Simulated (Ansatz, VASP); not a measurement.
# One calculation of Sn, two programs

Contents of INCAR:

```
PREC = Accurate
ENCUT = 500
EDIFF = 1E-6
ISMEAR = -1
SIGMA = 0.02
LREAL = F
LASPH = T
NELM = 120
ALGO = Normal
ISIF = 2
LWAVE = F
LCHARG = F
GGA = PE
NBANDS = 21
GGA_COMPAT = F
```

The input KPOINTS:

```
regular mesh
0
Gamma
  6 6 6
```

The input POSCAR:

```
Sn
1.0
    0.2150730820      3.3047643973      3.3047643973
    3.3047643973      0.2150730820      3.3047643973
    3.3047643973      3.3047643973      0.2150730820
Sn
2
Direct
    0.0054440382      0.0054440382      0.0054440382
    0.2445559618      0.2445559618      0.2445559618
```

Input for Ansatz:

```yaml
crystal:
  lattice:
    - [0.215073082, 3.3047643973, 3.3047643973]
    - [3.3047643973, 0.215073082, 3.3047643973]
    - [3.3047643973, 3.3047643973, 0.215073082]
  atoms:
    - { symbol: Sn, position: [0.0054440382, 0.0054440382, 0.0054440382] }
    - { symbol: Sn, position: [0.2445559618, 0.2445559618, 0.2445559618] }
kpoints:
  mp_grid: { grid: [6, 6, 6] }
  band_path:
    path:
      - [0.0, 0.0, 0.0]
      - [0.5, 0.0, 0.5]
      - [0.625, 0.25, 0.625]
      - [0.375, 0.375, 0.75]
      - [0.5, 0.5, 0.5]
      - [0.5, 0.25, 0.75]
      - [0.0, 0.0, 0.5]
    npoints: 1
hamiltonian:
  xc: pbe
scf:
  occupations: { method: fermi_dirac, width: 0.02 }
  n_extra_bands: 4
output:
  forces: true
  stress: true
  eigenvalues: true
```

Change from the starting cell: epitaxial_111 strain -5.9%.

Alike in both runs: task single point; functional PBE; k mesh 6 × 6 × 6; occupations fermi-dirac, width 0.02 eV; no spin polarisation.

|  | VASP | Ansatz |
| --- | --- | --- |
| version | VASP 6.6.1 | Ansatz 0.2.0 |
| potentials or method | VASP PAW PBE potentials, release 64 (Sn_d) | plane waves, PAW |
| plane-wave cutoff (eV) | 500 | 420 |
| valence electrons in the cell | 28 | 28 |

|  | VASP | Ansatz | Ansatz less VASP |
| --- | --- | --- | --- |
| pressure (GPa) | 6.0 | 6.0 | +0.06 |
| traceless stress, the component that is largest in VASP (GPa) | -1.86 | -1.86 | 0.000 |
| rms of the force components (eV/Å) | 0.061 | 0.061 | +0.0005 |

Atom by atom the forces differ by 0.000 eV/Å (rms over components).
